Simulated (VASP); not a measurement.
Wanted: the native input for a VASP 6.6.1 run.

```
Task                   : single point
Functional             : PBE
Potentials or basis    : VASP PAW PBE potentials, release 64 (Sb)
Cutoff                 : 520 eV
k mesh                 : 8 × 8 × 8
Occupations            : gaussian, width 0.15 eV
Spin                   : collinear spin, ferromagnetic start
Starting moments       : [0.5] μB
Dipole correction      : no
Further INCAR settings : ALGO = Normal; EDIFF = 1e-07; NBANDS = 12
```

The structure of Sb lies in POSCAR:

```
Sb
1.0
    3.2376725609      0.0000000000      0.0000000000
   -0.0308660763      3.1347216120      0.0000000000
    0.0177208285      0.1365435807      3.1090615583
Sb
1
Direct
    0.0052990000     -0.0005010000      0.0017820000
```

One way to write it, as run:

INCAR

```
PREC = Accurate ; ENCUT = 520
EDIFF = 1E-7 ; ISMEAR = 0
SIGMA = 0.15 ; LREAL = F
LASPH = T ; NELM = 150
ALGO = Normal ; ISIF = 2
LWAVE = F ; LCHARG = F
ISPIN = 2 ; MAGMOM = 0.5
LORBIT = 11 ; GGA = PE
NBANDS = 12
```

KPOINTS

```
regular mesh
0
Gamma
  8 8 8
```

Potentials or basis: VASP PAW PBE potentials, release 64 (Sb).

Launch:

```bash
$ cat potpaw_PBE.64/Sb/POTCAR > POTCAR
$ mpirun -np 1 vasp_std > vasp.out
```

Results of the run:

| Quantity | Value |
| --- | --- |
| Pressure | -2.2 GPa |
| Net moment | 0.00 μB per cell |
| Valence electrons inside the program's atomic spheres | Sb 2.34 |

Wall time 35 s on 1 thread of Intel(R) Xeon(R) 6975P-C (Granite Rapids) (shared host), peak memory 0.25 GiB.
